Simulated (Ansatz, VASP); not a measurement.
# BeTe: VASP beside Ansatz

File POSCAR:

```
BeTe
1.0
    0.0000000000      2.8286236224      2.8286236224
    2.7533822340      0.0000000000      2.8286236224
    2.7533822340      2.8286236224      0.0000000000
Be Te
1 1
Direct
    0.0000000000      0.0000000000      0.0000000000
    0.2500000000      0.2500000000      0.2500000000
```

File INCAR.step1:

```
SYSTEM = BeTe
ALGO = Normal
EDIFF = 1E-4
ENCUT = 520
GGA = PE
ISMEAR = 0
LASPH = .TRUE.
LCHARG = .FALSE.
LREAL = .FALSE.
LWAVE = .TRUE.
NBANDS = 11
NELM = 60
PREC = Accurate
SIGMA = 0.01
```

INCAR.step2

```
SYSTEM = BeTe
ALGO = Normal
EDIFF = 1E-7
ENCUT = 520
ISIF = 2
ISMEAR = 0
ISTART = 1
LASPH = .TRUE.
LCHARG = .FALSE.
LMIXTAU = .TRUE.
LREAL = .FALSE.
LWAVE = .FALSE.
METAGGA = R2SCAN
NBANDS = 11
NELM = 60
PREC = Accurate
SIGMA = 0.01
```

Contents of KPOINTS:

```
k-points
0
G
  8 8 8
  0 0 0
```

Input for Ansatz:

```yaml
crystal:
  lattice:
    - [0.0, 2.8286236224, 2.8286236224]
    - [2.753382234, 0.0, 2.8286236224]
    - [2.753382234, 2.8286236224, 0.0]
  atoms:
    - { symbol: Be, position: [0.0, 0.0, 0.0] }
    - { symbol: Te, position: [0.25, 0.25, 0.25] }
kpoints:
  mp_grid: { grid: [8, 8, 8] }
  band_path:
    path:
      - [0.0, 0.0, 0.0]
      - [-0.5, -0.5, 0.0]
      - [-0.375, -0.375, 0.25]
      - [-0.375, 0.0, 0.375]
      - [0.0, 0.0, 0.5]
      - [-0.5, -0.25, 0.25]
    npoints: 1
hamiltonian:
  xc: r2scan
scf:
  occupations: { method: fixed }
  n_extra_bands: 4
output:
  forces: true
  stress: true
  eigenvalues: true
```

Change from the starting cell: uniaxial_x strain -2.7%.

Alike in both runs: task single point; functional r2SCAN; k mesh 8 × 8 × 8; no spin polarisation.

```csv
,VASP,Ansatz
version,VASP 6.6.1,Ansatz 0.2.0
potentials or method,"VASP PAW PBE potentials, release 64 (Be, Te)","plane waves, PAW"
plane-wave cutoff (eV),520,500
occupations,"gaussian, width 0.01 eV",fixed
valence electrons in the cell,8,18
```

Ansatz gave:

- gap on the k mesh at the Fermi level (eV): 2.08
- pressure (GPa): 1.7
- traceless stress, the component that is largest in VASP (GPa): 1.10

Task: Estimate VASP's values.

Result: gap on the k mesh at the Fermi level (eV): 2.08; pressure (GPa): 1.9; traceless stress, the component that is largest in VASP (GPa): 1.09.

VASP's potentials were made for PBE, not for r2SCAN. VASP's potentials hold 8 valence electrons a cell and Ansatz's 18, so a difference there can come from the potentials and not from the codes.

Neither program's run includes spin-orbit coupling.
